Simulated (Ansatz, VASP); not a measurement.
Two plane-wave programs on Rh

INCAR

```
SYSTEM = Rh
PREC = Accurate
ENCUT = 520
EDIFF = 1E-7
ISMEAR = 0
SIGMA = 0.15
LREAL = .False.
LASPH = .True.
NELM = 60
ALGO = Fast
ISIF = 2
LWAVE = .False.
LCHARG = .True.
GGA = PE
LELF = .True.
LVHAR = .True.
NBANDS = 22
```

KPOINTS

```
regular mesh
0
Gamma
  21 21 12
  0 0 0
```

The input POSCAR:

```
Rh
1.0
    2.8633412844      0.0000000000      0.0000000000
   -1.4316706422      2.4797262920      0.0000000000
    0.0000000000      0.0000000000      4.2093980223
Rh
2
Direct
    0.6666666667      0.3333333333      0.7500000000
    0.3333333333      0.6666666667      0.2500000000
```

Input for Ansatz:

```yaml
crystal:
  lattice:
    - [2.8633412844, 0.0, 0.0]
    - [-1.4316706422, 2.479726292, 0.0]
    - [0.0, 0.0, 4.2093980223]
  atoms:
    - { symbol: Rh, position: [0.6666666667, 0.3333333333, 0.75] }
    - { symbol: Rh, position: [0.3333333333, 0.6666666667, 0.25] }
basis:
  ecutwfc: 420
kpoints:
  mp_grid: { grid: [21, 21, 12] }
hamiltonian:
  xc: pbe
  pseudopotentials: { kind: paw, azcp: { folder: soft_1 } }
scf:
  occupations: { method: gaussian, width: 0.15 }
output:
  forces: true
  stress: true
  eigenvalues: true
```

Alike in both runs: task single point; functional PBE; k mesh 21 × 21 × 12; occupations gaussian, width 0.15 eV; no spin polarisation.

|  | VASP | Ansatz |
| --- | --- | --- |
| version | VASP 6.6.1 | Ansatz 0.2.0 |
| potentials or method | VASP PAW PBE potentials, release 64 (Rh_pv), cutoff 520 eV | scalar-relativistic, plane waves, PAW |
| valence electrons in the cell | 30 | 34 |

|  | VASP | Ansatz | Ansatz less VASP |
| --- | --- | --- | --- |
| gap on the k mesh at the Fermi level (eV) | none | none | - |
| pressure (GPa) | -10.2 | -10.3 | -0.03 |
| traceless stress, the component that is largest in VASP (GPa) | 10.64 | 10.64 | +0.004 |

A gap of «none» marks a metal or a gap that the smearing closes. VASP's potentials hold 30 valence electrons a cell and Ansatz's 34, so a difference there can come from the potentials and not from the codes.
